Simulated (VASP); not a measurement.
# C (P6_3/mmc) in VASP: further runs, part 2 of 2

VASP 6.6.1. The steps go on from the part before.

## Step 5: Single point, LDA

This run uses another cell than the first one, of 5.99 Å³/atom.

File INCAR:

```
SYSTEM = C
PREC = Accurate
ENCUT = 520
EDIFF = 1E-6
ISMEAR = 0
SIGMA = 0.05
LREAL = .False.
LASPH = .True.
NELM = 80
ALGO = Normal
ISIF = 2
LWAVE = .False.
LCHARG = .False.
NBANDS = 36
```

File KPOINTS:

```
Automatic mesh
0
Gamma
  12 12 2
  0 0 0
```

File POSCAR:

```
C
1.0
    2.6666000000      0.0000000000      0.0000000000
   -1.3333000000      2.3093433417      0.0000000000
    0.0000000000      0.0000000000     11.6772000000
C
12
Direct
    0.0000000000      0.0000000000      0.1868599868
    0.0000000000      0.0000000000      0.6868599868
    0.0000000000      0.0000000000      0.3131400132
    0.0000000000      0.0000000000      0.8131400132
    0.3333333333      0.6666666667      0.5207718743
    0.6666666667      0.3333333333      0.0207718743
    0.3333333333      0.6666666667      0.9792281257
    0.6666666667      0.3333333333      0.4792281257
    0.3333333333      0.6666666667      0.6450609412
    0.6666666667      0.3333333333      0.1450609412
    0.3333333333      0.6666666667      0.8549390588
    0.6666666667      0.3333333333      0.3549390588
```

Potentials or basis: VASP PAW LDA potentials, release 64 (C).

Command:

```
> cat potpaw_LDA.64/C/POTCAR > POTCAR
> mpirun -np 1 vasp_std > vasp.out
```

OUTCAR:

```text
SYSTEM = C
   PREC = Accurate
   ENCUT = 520
   EDIFF = 1E-6
   ISMEAR = 0
   LREAL = .False.
   LASPH = .True.
   NELM = 80
   ISIF = 2

 ion  position               nearest neighbor table
   1  0.000  0.000  0.187-   3 1.47  10 1.62  10 1.62  10 1.62
   2  0.000  0.000  0.687-   4 1.47   9 1.62   9 1.62   9 1.62
   3  0.000  0.000  0.313-   1 1.47  12 1.62  12 1.62  12 1.62
   4  0.000  0.000  0.813-   2 1.47  11 1.62  11 1.62  11 1.62
   5  0.333  0.667  0.521-   9 1.45   8 1.61   8 1.61   8 1.61
   6  0.667  0.333  0.021-  10 1.45   7 1.61   7 1.61   7 1.61
   7  0.333  0.667  0.979-  11 1.45   6 1.61   6 1.61   6 1.61
   8  0.667  0.333  0.479-  12 1.45   5 1.61   5 1.61   5 1.61
   9  0.333  0.667  0.645-   5 1.45   2 1.62   2 1.62   2 1.62
  10  0.667  0.333  0.145-   6 1.45   1 1.62   1 1.62   1 1.62
  11  0.333  0.667  0.855-   7 1.45   4 1.62   4 1.62   4 1.62
  12  0.667  0.333  0.355-   8 1.45   3 1.62   3 1.62   3 1.62

  LATTYP: Found a hexagonal cell.
 ALAT       =     2.6666000000
[... 218 lines left out ...]
      5      -8.3135      2.00000
      6      -4.4845      2.00000
[... 925 lines left out ...]
     35      19.2723      0.00000
     36      19.2899      0.00000

 [... further k-points ...]

------------------------ aborting loop because EDIFF is reached ----------------------------------------

  FORCE on cell =-STRESS in cart. coord.  units (eV):
  Direction    XX          YY          ZZ          XY          YZ          ZX
  --------------------------------------------------------------------------------------
  -------------------------------------------------------------------------------------
  Total      -30.7577671    -30.7577671     28.8211319      0.0000000     -0.0000000      0.0000000
  in kB     -685.2992967   -685.2992967    642.1500426      0.0000000     -0.0000000      0.0000000
  external PRESSURE =    -242.8161836 kB  Pullay stress =       0.0000000 kB

 VOLUME and BASIS-vectors are now :
 -----------------------------------------------------------------------------
  energy-cutoff  :      520.00
  volume of cell :       71.91
      direct lattice vectors                 reciprocal lattice vectors
     2.666600000  0.000000000  0.000000000     0.375009375  0.216511764  0.000000000
    -1.333300000  2.309343342  0.000000000     0.000000000  0.433023527  0.000000000
     0.000000000  0.000000000 11.677200000     0.000000000  0.000000000  0.085636968

 POSITION                                       TOTAL-FORCE (eV/Angst)
 -----------------------------------------------------------------------------------
      0.00000      0.00000      2.18200        -0.000000      0.000000     -0.871002
      0.00000      0.00000      8.02060         0.000000     -0.000000     -0.871002
      0.00000      0.00000      3.65660        -0.000000      0.000000      0.871002
      0.00000      0.00000      9.49520         0.000000     -0.000000      0.871002
     -0.00000      1.53956      6.08116        -0.000000      0.000000     -0.890412
      1.33330      0.76978      0.24256        -0.000000      0.000000     -0.890412
     -0.00000      1.53956     11.43464        -0.000000     -0.000000      0.890412
      1.33330      0.76978      5.59604         0.000000      0.000000      0.890412
     -0.00000      1.53956      7.53251        -0.000000     -0.000000      0.504192
      1.33330      0.76978      1.69391         0.000000      0.000000      0.504192
     -0.00000      1.53956      9.98329        -0.000000     -0.000000     -0.504192
      1.33330      0.76978      4.14469         0.000000      0.000000     -0.504192
 -----------------------------------------------------------------------------------
    total drift:                                0.000000      0.000000      0.000000

  FREE ENERGIE OF THE ION-ELECTRON SYSTEM (eV)
  ---------------------------------------------------
  free  energy   TOTEN  =      -118.5236927826 eV

  energy  without entropy=     -118.5236927826  energy(sigma->0) =     -118.52369278
```

OSZICAR:

```text
N       E                     dE             d eps       ncg     rms          rms(c)
DAV:   1     0.111220343433E+03    0.11122E+03   -0.25133E+04  2736   0.130E+03
DAV:   2    -0.113203880177E+03   -0.22442E+03   -0.21093E+03  3504   0.251E+02
DAV:   3    -0.122867459771E+03   -0.96636E+01   -0.95782E+01  3620   0.473E+01
DAV:   4    -0.123010685498E+03   -0.14323E+00   -0.14282E+00  3664   0.599E+00
DAV:   5    -0.123013795108E+03   -0.31096E-02   -0.31068E-02  3528   0.847E-01    0.134E+01
DAV:   6    -0.119676672476E+03    0.33371E+01   -0.24030E+00  3176   0.723E+00    0.771E+00
DAV:   7    -0.118526719131E+03    0.11500E+01   -0.31042E+00  3300   0.829E+00    0.155E+00
DAV:   8    -0.118523924898E+03    0.27942E-02   -0.14715E-01  3416   0.186E+00    0.174E-01
DAV:   9    -0.118523683790E+03    0.24111E-03   -0.27459E-03  3512   0.285E-01    0.772E-02
DAV:  10    -0.118523697205E+03   -0.13415E-04   -0.23940E-04  3364   0.829E-02    0.195E-02
DAV:  11    -0.118523693464E+03    0.37404E-05   -0.17958E-05  3572   0.220E-02    0.595E-03
DAV:  12    -0.118523692783E+03    0.68174E-06   -0.19104E-06  2720   0.736E-03
   1 F= -.11852369E+03 E0= -.11852369E+03  d E =-.537514E-15
```

stdout:

```text
POSCAR found type information on POSCAR C
 POSCAR found :  1 types and      12 ions
 scaLAPACK will be used
 LDA part: xc-table for (Slater(with rela. corr.)+CA(PZ))
 , standard interpolation
 POSCAR, INCAR and KPOINTS ok, starting setup
 FFT: planning ... GRIDC
 FFT: planning ... GRID_SOFT
 FFT: planning ... GRID
 WAVECAR not read
 entering main loop
```

Run time: 71 s. Hardware: 1 thread of Intel Xeon Platinum 8488C (Sapphire Rapids), shared host; peak memory 0.18 GiB.

What came out:

| Quantity | Value |
| --- | --- |
| Free energy | -118.5237 eV |
| Pressure | -24.3 GPa |
| Largest force | 0.890 eV/Å |
| Band gap on the k mesh | 2.79 eV (least direct gap 3.81 eV) |

Forces in eV/Å, atoms in the order of the input:
```
C    0.000  0.000 -0.871
C    0.000  0.000 -0.871
C    0.000  0.000  0.871
C    0.000  0.000  0.871
C    0.000  0.000 -0.890
C    0.000  0.000 -0.890
C    0.000  0.000  0.890
C    0.000  0.000  0.890
C    0.000  0.000  0.504
C    0.000  0.000  0.504
C    0.000  0.000 -0.504
C    0.000  0.000 -0.504
```

Caveat: the stress differs along the axes, from -69 to 64 GPa.

## Step 6: The runs side by side

| cell | gap on the mesh (eV) | pressure (GPa) | largest force (eV/Å) |
| --- | --- | --- | --- |
| a = 2.608, b = 2.608, c = 11.882 Å, angles 90.0, 90.0, 120.0°, 12 atoms | 3.41 | -19.0 | 0.53 |
| a = 2.550, b = 2.550, c = 12.497 Å, angles 90.0, 90.0, 120.0°, 12 atoms | 4.29 | -24.7 | 0.05 |
| a = 2.608, b = 2.608, c = 12.087 Å, angles 90.0, 90.0, 120.0°, 12 atoms | 3.62 | -26.8 | 0.28 |
| a = 2.667, b = 2.667, c = 11.677 Å, angles 90.0, 90.0, 120.0°, 12 atoms | 2.79 | -24.3 | 0.89 |

Alike in all rows: task single point; level LDA; potentials or basis VASP PAW LDA potentials, release 64 (C); no spin polarisation; k mesh 12 × 12 × 2; cutoff (eV) 520; smearing gaussian 0.05 eV.

Caveats: the stress differs along the axes, from -50 to 42 GPa (at least some runs); the stress differs along the axes, from -27 to -20 GPa (at least some runs); the stress differs along the axes, from -50 to 19 GPa (at least some runs); the stress differs along the axes, from -69 to 64 GPa (at least some runs).

Total energies depend on the potentials used, so only differences within one code and one set of settings carry meaning.
